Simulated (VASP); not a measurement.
# In8O11 (P1) in VASP: single point with PBE

Aim: the single point of In8O11 with PBE.

Program: VASP 6.6.1. These are calculated values, not measurements. Logs are shortened: lines on timing, memory, paths and dates and some standing lists are left out, and cuts for length are marked.

**1. The cell of the first run**

The typed cell holds 19 atoms: a = 5.512 Å, b = 5.901 Å, c = 8.089 Å, α = 93.27°, β = 92.11°, γ = 90.03°.

**2. Single point, PBE (atoms taken out)**

File INCAR:

```
SYSTEM = In8O11
PREC = Accurate
ENCUT = 600
EDIFF = 1E-6
ISMEAR = 0
SIGMA = 0.02
LREAL = .False.
LASPH = .True.
NELM = 120
ALGO = Normal
ISIF = 2
LWAVE = .False.
LCHARG = .False.
GGA = PE
NBANDS = 100
GGA_COMPAT = .False.
KPAR = 4
```

File KPOINTS:

```
Automatic mesh
0
Gamma
  6 6 4
  0 0 0
```

File POSCAR:

```
In8O11
1.0
   -2.6811020000     -4.8159540000      0.0551140000
   -2.8325130000      1.6365950000      4.9114470000
   -5.5241550000      3.3602620000     -4.8599810000
In O
8 11
Direct
    0.4933432713      0.2167130955      0.1426193237
    0.0151430719      0.7142143761      0.6296242704
    0.4966551007      0.7891997929      0.3559896769
    0.0137729825      0.2648970640      0.8536785260
    0.5388351314      0.7712651074      0.8738512758
    0.9958576736      0.2924546591      0.3564208838
    0.5002931237      0.2122275622      0.6463087262
    0.9735907078      0.7205527080      0.1193451453
    0.3380407804      0.8613328010      0.1009002679
    0.8530396103      0.3596689146      0.6084077995
    0.3474094549      0.1503208546      0.4020407042
    0.2932830396      0.5011194895      0.7576618726
    0.7906535370      0.0050147618      0.2546849072
    0.6527626555      0.1621552553      0.9008545368
    0.1455218013      0.6479856872      0.3902595932
    0.1388846154      0.3586669156      0.0983671464
    0.6568963803      0.8507348264      0.6064238470
    0.6948987886      0.5027083270      0.2511837257
    0.2145758974      0.9881146122      0.7529009382
```

Potentials or basis: VASP PAW PBE potentials, release 64 (In_d, O).

Launch:

```bash
> cat potpaw_PBE.64/In_d/POTCAR potpaw_PBE.64/O/POTCAR > POTCAR
> mpirun -np 4 vasp_std > vasp.out
```

OUTCAR:

```text
SYSTEM = In8O11
   PREC = Accurate
   ENCUT = 600
   EDIFF = 1E-6
   ISMEAR = 0
   LREAL = .False.
   LASPH = .True.
   NELM = 120
   ISIF = 2
   GGA = PE

 ion  position               nearest neighbor table
   1  0.493  0.217  0.143-  18 2.15  16 2.15  14 2.18  13 2.26   9 2.27  11 2.33   3 3.14   6 3.23
                             6 3.31   5 3.33   4 3.49   3 3.70   4 3.79   8 3.95   8 4.00   7 4.01
   2  0.015  0.714  0.630-  15 2.11  19 2.13  17 2.14  12 2.24  10 2.27   6 3.23   4 3.30   5 3.35
                             5 3.44   3 3.56   3 3.59   4 3.63   7 3.97   8 3.97   7 4.00
   3  0.497  0.789  0.356-  15 2.14  18 2.16  17 2.19  13 2.27   9 2.27  11 2.30   1 3.14   8 3.32
                             7 3.33   8 3.41   2 3.56   2 3.59   1 3.70   5 3.91   6 4.02
   4  0.014  0.265  0.854-  16 2.12  19 2.12  14 2.13  10 2.24  12 2.26   7 3.22   7 3.24   2 3.30
                             8 3.36   1 3.49   2 3.63   1 3.79   5 3.93   5 3.97   8 3.98
   5  0.539  0.771  0.874-   9 2.22  12 2.23  17 2.35  14 2.39  19 2.41   8 3.08   7 3.27   1 3.33
                             2 3.35   2 3.44   7 3.69   8 3.78   3 3.91   4 3.93   4 3.97
   6  0.996  0.292  0.356-  11 2.14  13 2.15  10 2.23  18 2.24  15 2.25  16 2.31   1 3.23   2 3.23
                             8 3.26   1 3.31   7 3.62   7 3.71   8 3.78   3 4.02
   7  0.500  0.212  0.646-  11 2.13  10 2.17  12 2.22  14 2.23  19 2.28  17 2.31   4 3.22   4 3.24
                             5 3.27   3 3.33   6 3.62   5 3.69   6 3.71   2 3.97   2 4.00   1 4.01
   8  0.974  0.721  0.119-   9 2.19  13 2.22  16 2.32  18 2.33  15 2.42   5 3.08   6 3.26   3 3.32
                             4 3.36   3 3.41   5 3.78   6 3.78   1 3.95   2 3.97   4 3.98   1 4.00
   9  0.338  0.861  0.101-   8 2.19   5 2.22   1 2.27   3 2.27
  10  0.853  0.360  0.608-   7 2.17   6 2.23   4 2.24   2 2.27
  11  0.347  0.150  0.402-   7 2.13   6 2.14   3 2.30   1 2.33
  12  0.293  0.501  0.758-   7 2.22   5 2.23   2 2.24   4 2.26
  13  0.791  0.005  0.255-   6 2.15   8 2.22   1 2.26   3 2.27
  14  0.653  0.162  0.901-   4 2.13   1 2.18   7 2.23   5 2.39
  15  0.146  0.648  0.390-   2 2.11   3 2.14   6 2.25   8 2.42
  16  0.139  0.359  0.098-   4 2.12   1 2.15   6 2.31   8 2.32
  17  0.657  0.851  0.606-   2 2.14   3 2.19   7 2.31   5 2.35
  18  0.695  0.503  0.251-   1 2.15   3 2.16   6 2.24   8 2.33
  19  0.215  0.988  0.753-   4 2.12   2 2.13   7 2.28   5 2.41

  LATTYP: Found a triclinic cell.
 ALAT       =    11.3359305948
 B/A-ratio  =     0.4862624295
 C/A-ratio  =     0.5205727492
 COS(alpha) =     0.0005170968
 COS(beta)  =     0.4801201515
 COS(gamma) =     0.5127757079

  Lattice vectors:

 A1 = (   5.6755660000,  -9.8128110000,   0.0036480000)
 A2 = (  -2.6811020000,  -4.8159540000,   0.0551140000)
 A3 = (   2.8325130000,  -1.6365950000,  -4.9114470000)

Analysis of symmetry for initial positions (statically):
=====================================================================
 Subroutine PRICEL returns:
 Original cell was already a primitive cell.

 Routine SETGRP: Setting up the symmetry group for a
 triclinic supercell.

 Subroutine GETGRP returns: Found  1 space group operations
 (whereof  1 operations were pure point group operations)
 out of a pool of  2 trial point group operations.

The static configuration has the point symmetry C_1 .

Analysis of symmetry for dynamics (positions and initial velocities):
=====================================================================
 Subroutine PRICEL returns:
 Original cell was already a primitive cell.

 Routine SETGRP: Setting up the symmetry group for a
 triclinic supercell.

 Subroutine GETGRP returns: Found  1 space group operations
 (whereof  1 operations were pure point group operations)
 out of a pool of  2 trial point group operations.

The dynamic configuration has the point symmetry C_1 .

 Subroutine INISYM returns: Found  1 space group operations
 (whereof  1 operations are pure point group operations),
 and found     1 'primitive' translations

----------------------------------------------------------------------------------------

                                     Primitive cell

  volume of cell :     262.5077

  direct lattice vectors                    reciprocal lattice vectors
    -2.681102000 -4.815954000  0.055114000    -0.093168968 -0.155795649 -0.001817781
    -2.832513000  1.636595000  4.911447000    -0.088455499  0.050796850  0.135665676
    -5.524155000  3.360262000 -4.859981000    -0.090448791  0.049567995 -0.068680393

  length of vectors
     5.512237152  5.901176554  8.088699802     0.181537999  0.169734708  0.123915158

  position of ions in fractional coordinates (direct lattice)
[... 53 lines left out ...]
    -0.015528161 -0.025965941 -0.000302963     0.166666667  0.000000000  0.000000000
    -0.014742583  0.008466142  0.022610946    -0.000000000  0.166666667  0.000000000
    -0.022612198  0.012391999 -0.017170098     0.000000000 -0.000000000  0.250000000

  Length of vectors
     0.030256333  0.028289118  0.030978790

  Shift w.r.t. Gamma in fractional coordinates (k-lattice)
     0.000000000  0.000000000  0.000000000

 Subroutine IBZKPT returns following result:
 ===========================================

 Found     76 irreducible k-points:

 Following reciprocal coordinates:
            Coordinates               Weight
  0.000000  0.000000  0.000000      1.000000
  0.166667  0.000000 -0.000000      2.000000
  0.333333  0.000000 -0.000000      2.000000
  0.500000  0.000000  0.000000      1.000000
  0.000000  0.166667 -0.000000      2.000000
  0.166667  0.166667 -0.000000      2.000000
[... 16 lines left out ...]
  0.333333 -0.000000  0.250000      2.000000
  0.500000 -0.000000  0.250000      2.000000
 [... further k-points ...]
   k-points           NKPTS =     76   k-points in BZ     NKDIM =     76   number of bands    NBANDS=    100
   number of dos      NEDOS =    301   number of ions     NIONS =     19
   total plane-waves  NPLWV = 161280
   dimension x,y,z NGX =    48 NGY =   48 NGZ =   70
   dimension x,y,z NGXF=    96 NGYF=   96 NGZF=  140
   ions per type =               8  11
   NGX,Y,Z   is equivalent  to a cutoff of  14.48, 13.52, 14.39 a.u.
   NGXF,Y,Z  is equivalent  to a cutoff of  28.95, 27.04, 28.77 a.u.
 SYSTEM =  In8O11
   PREC   = accura    normal or accurate (medium, high low for compatibility)
   ISTART =      0    job   : 0-new  1-cont  2-samecut
   ICHARG =      2    charge: 1-file 2-atom 10-const
   ISPIN  =      1    spin polarized calculation?
   LNONCOLLINEAR =      F non collinear calculations
   LSORBIT =      F    spin-orbit coupling
   LASPH  =      T    aspherical Exc in radial PAW
   ENCUT  =  600.0 eV  44.10 Ry    6.64 a.u.  11.01 11.79 16.16*2*pi/ulx,y,z
   NELM   =    120;   NELMIN=  2; NELMDL= -5     # of ELM steps
   EDIFF  = 0.1E-05   stopping-criterion for ELM
   LREAL  =      F    real-space projection
   EDIFFG = 0.1E-04   stopping-criterion for IOM
   NSW    =      0    number of steps for IOM
   IBRION =     -1    ionic relax: 0-MD 1-quasi-New 2-CG
   NFREE  =      0    steps in history (QN), initial steepest desc. (CG)
   ISIF   =      2    stress and relaxation
   ISYM   =      2    0-nonsym 1-usesym 2-fastsym
   POTIM  = 0.5000    time-step for ionic-motion
   TEBEG  =    0.0;   TEEND  =   0.0 temperature during run
   PSTRESS=    0.0 pullay stress
   NELECT =     170.0000    total number of electrons
   NUPDOWN=      -1.0000    fix difference up-down
   EMIN   =  10.00;   EMAX   =-10.00  energy-range for DOS
   EFERMI =   0.00;   METHOD = LEGACY
   ISMEAR =     0;   SIGMA  =   0.02  broadening in eV -4-tet -1-fermi 0-gaus
   EFERMI_NEDOS =   21; number of points for ismear=-14 and -15
   IALGO  =     38    algorithm
   IMIX   =      4    mixing-type and parameters
     AMIX     =   0.40;   BMIX     =  1.00
     AMIX_MAG =   1.60;   BMIX_MAG =  1.00
  volume/ion in A,a.u.               =      13.82        93.24
  Fermi-wavevector in a.u.,A,eV,Ry     =   1.416371  2.676554 27.294754  2.006108
  Thomas-Fermi vector in A             =   2.537713
   LORBIT       =      0    0 simple, 1 ext, 2 COOP (PROOUT), +10 PAW based schemes
   GGA     = PE    functional components
   LHFCALC =     F    Hartree Fock is set to
   AEXX    =    0.0000 exact exchange contribution
   IVDW    =     0    specifies the selected vdW correction
   LEPSILON=     F    determine dielectric tensor
   LRPA    =     F    only Hartree local field effects (RPA)
 non-spin polarized calculation
 Gauss-broadening in eV      SIGMA  =   0.02
  energy-cutoff  :      600.00
  volume of cell :      262.51
 maximum number of plane-waves:      8786
 NGX is ok and might be reduce to    48
   NGX = 23   NGY = 23   NGZ = 33

 number of electron     170.0000021 magnetization

 Free energy of the ion-electron system (eV)
  ---------------------------------------------------
  ext. energy  EPLUGINS =         0.00000000
  ---------------------------------------------------
  free energy    TOTEN  =      -102.44956316 eV

  energy without entropy =     -102.44956316  energy(sigma->0) =     -102.44956316

 E-fermi :   6.6886     XC(G=0): -10.8949

 val. band max:        6.5525212919   @ k =   0.5000   0.5000   0.5000
 cond. band min:       7.1955417900   @ k =   0.0000  -0.0000   0.5000
 fundamental gap:      0.6430204981
 Fermi energy:         6.6886050539

 k-point     1 :       0.0000    0.0000    0.0000
  band No.  band energies     occupation
      1     -12.2848      2.00000
      2     -11.9423      2.00000
      3     -11.6975      2.00000
      4     -11.5572      2.00000
      5     -11.5384      2.00000
      6     -11.4840      2.00000
[... 2389 lines left out ...]
     96      12.7184      0.00000
     97      12.9581      0.00000

 [... further k-points ...]

 [bands above 97 left out]

------------------------ aborting loop because EDIFF is reached ----------------------------------------

  FORCE on cell =-STRESS in cart. coord.  units (eV):
  Direction    XX          YY          ZZ          XY          YZ          ZX
  --------------------------------------------------------------------------------------
  -------------------------------------------------------------------------------------
  Total        0.5237808      0.5572018      0.2733188      0.1639104      0.0184152      0.0326822
  in kB        3.1968200      3.4008001      1.6681615      1.0004031      0.1123943      0.1994708
  external PRESSURE =       2.7552606 kB  Pullay stress =       0.0000000 kB

 VOLUME and BASIS-vectors are now :
 -----------------------------------------------------------------------------
  energy-cutoff  :      600.00
  volume of cell :      262.51
      direct lattice vectors                 reciprocal lattice vectors
    -2.681102000 -4.815954000  0.055114000    -0.093168968 -0.155795649 -0.001817781
    -2.832513000  1.636595000  4.911447000    -0.088455499  0.050796850  0.135665676
    -5.524155000  3.360262000 -4.859981000    -0.090448791  0.049567995 -0.068680393

 POSITION                                       TOTAL-FORCE (eV/Angst)
 -----------------------------------------------------------------------------------
     -2.72440     -1.54201      0.39844         0.011209      0.005233     -0.019870
     -5.54176      3.21165      0.44870        -0.005518     -0.008591      0.002435
     -5.53354      0.09595      2.17338         0.004671      0.006533      0.008241
     -5.50310      3.23578     -2.84707        -0.006155     -0.016822     -0.009486
     -8.45658      1.60361     -0.42918         0.011380      0.005648      0.018169
     -5.46730     -3.11971     -0.24094        -0.011599     -0.007634      0.024718
[... 11 lines left out ...]
     -4.67460     -1.67983      1.28658        -0.001453     -0.001270      0.004106
     -7.53329      3.11370      1.20581         0.017803     -0.014392     -0.006382
 -----------------------------------------------------------------------------------
    total drift:                                0.000036      0.000044      0.000064

  FREE ENERGIE OF THE ION-ELECTRON SYSTEM (eV)
  ---------------------------------------------------
  free  energy   TOTEN  =      -102.4495631568 eV

  energy  without entropy=     -102.4495631568  energy(sigma->0) =     -102.44956316
```

Run time: 8.6 min. Hardware: 4 MPI ranks of Intel Xeon 6975P-C (Granite Rapids), shared host; peak memory 1.6 GiB.

What came out:

- Free energy: -102.4496 eV
- Pressure: 0.3 GPa
- Largest force: 0.037 eV/Å
- Band gap on the k mesh: 0.64 eV (least direct gap 1.25 eV)

Forces in eV/Å, atoms in the order of the input:
```
In   0.011  0.005 -0.020
In  -0.006 -0.009  0.002
In   0.005  0.007  0.008
In  -0.006 -0.017 -0.009
In   0.011  0.006  0.018
In  -0.012 -0.008  0.025
In   0.015  0.017 -0.016
In   0.002 -0.022 -0.003
O   -0.013  0.005 -0.003
O   -0.037  0.005  0.001
O   -0.004 -0.008 -0.003
O   -0.006  0.005  0.017
O    0.002  0.001 -0.009
O    0.014  0.002  0.006
O    0.018 -0.016 -0.004
O    0.000  0.025  0.014
O   -0.012  0.016 -0.021
O   -0.001 -0.001  0.004
O    0.018 -0.014 -0.006
```

Levels at points of the mesh, in eV from the valence-band top:
```tsv
k point	band 82	band 83	band 84	band 85	band 86	band 87	band 88	band 89
(0.00, 0.00, 0.00)	-1.76	-1.75	-1.63	-1.55	1.35	2.29	3.22	3.55
(0.50, 0.00, 0.00)	-1.75	-1.67	-1.53	-0.33	1.48	2.69	3.02	3.32
(0.00, 0.50, 0.00)	-1.74	-1.64	-1.63	-0.21	1.51	2.51	3.09	3.52
(0.50, 0.50, 0.00)	-1.72	-1.64	-1.55	-0.06	2.18	2.81	3.20	3.36
(0.00, 0.00, 0.50)	-1.81	-1.72	-1.58	-0.61	0.64	2.46	3.14	3.69
(0.50, 0.00, 0.50)	-1.75	-1.68	-1.55	-0.14	1.82	2.27	3.07	3.38
(0.00, 0.50, 0.50)	-1.67	-1.64	-1.61	-0.18	1.91	2.10	2.79	3.14
(0.50, 0.50, 0.50)	-1.82	-1.68	-1.66	0.00	2.24	2.93	3.03	3.71
```

Caveat: the cell differs from its parent crystal (atoms taken out); spin-orbit coupling is left out, which moves the levels of the heavy elements.
